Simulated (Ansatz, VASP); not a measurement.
Two plane-wave programs on Ir

```xyz
1
Lattice="2.5515 0.0000 0.0000 0.0000 2.5515 0.0000 0.0000 0.0000 2.5515" Properties=species:S:1:pos:R:3 pbc="T T T"
Ir    0.0000    0.0000    0.0000
```

Alike in both runs: functional r2SCAN; k mesh 22 × 22 × 22; occupations gaussian, width 0.1 eV; no spin polarisation.

Ansatz relaxed the structure, and its values are those at the end. VASP's run is a single point on that final structure, the one shown.

```csv
,VASP,Ansatz
version,VASP 6.6.1,Ansatz 0.2.0
potentials or method,"VASP PAW PBE potentials, release 64 (Ir), cutoff 520 eV","scalar-relativistic, plane waves, PAW"
valence electrons in the cell,9,17
```

Ansatz gave:

| Quantity | Value |
| --- | --- |
| gap on the k mesh at the Fermi level (eV) | none |
| pressure (GPa) | 0.0 |

Question: Which values does VASP return?

Answer: gap on the k mesh at the Fermi level (eV): none; pressure (GPa): 1.6.

VASP's potentials were made for PBE, not for r2SCAN. A gap of «none» marks a metal or a gap that the smearing closes. The functional is the same, so the differences come from potentials, cutoffs and numerics. VASP's potentials hold 9 valence electrons a cell and Ansatz's 17, so a difference there can come from the potentials and not from the codes.

Spin-orbit coupling is off throughout.
